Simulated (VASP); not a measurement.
Crystal: IrS.

```
CELL_PARAMETERS angstrom
0.00000 2.46052 2.46052
2.46052 0.00000 2.46052
2.46052 2.46052 0.00000
ATOMIC_POSITIONS crystal
Ir 0.50000 0.50000 0.50000
S 0.00000 0.00000 0.00000
```

Base run:

```yaml
Program: VASP 6.6.1
Functional: r2SCAN
Potentials_or_basis: VASP PAW PBE potentials, release 64 (Ir, S)
Cutoff: 520 eV
k_mesh: 12 × 12 × 12
Occupations: gaussian, width 0.05 eV
Spin: no spin polarisation
Hubbard_terms: Ir d U = 4.0 eV
```

Its results: band gap on the k mesh zero (an odd number of electrons rules out a gap without spin polarisation); pressure -0.2 GPa.

Task: The run is repeated on the same cell with these changes: hubbard terms from Ir d U = 4.0 eV to none. What comes out?

Result: Band gap on the k mesh zero (an odd number of electrons rules out a gap without spin polarisation); pressure 1.2 GPa.

Caveats: the PAW data sets were made with another functional, which shifts forces and pressure a little; spin-orbit coupling is left out, which moves the levels of the heavy elements; U without spin polarisation on a metal has little footing (at least some runs).
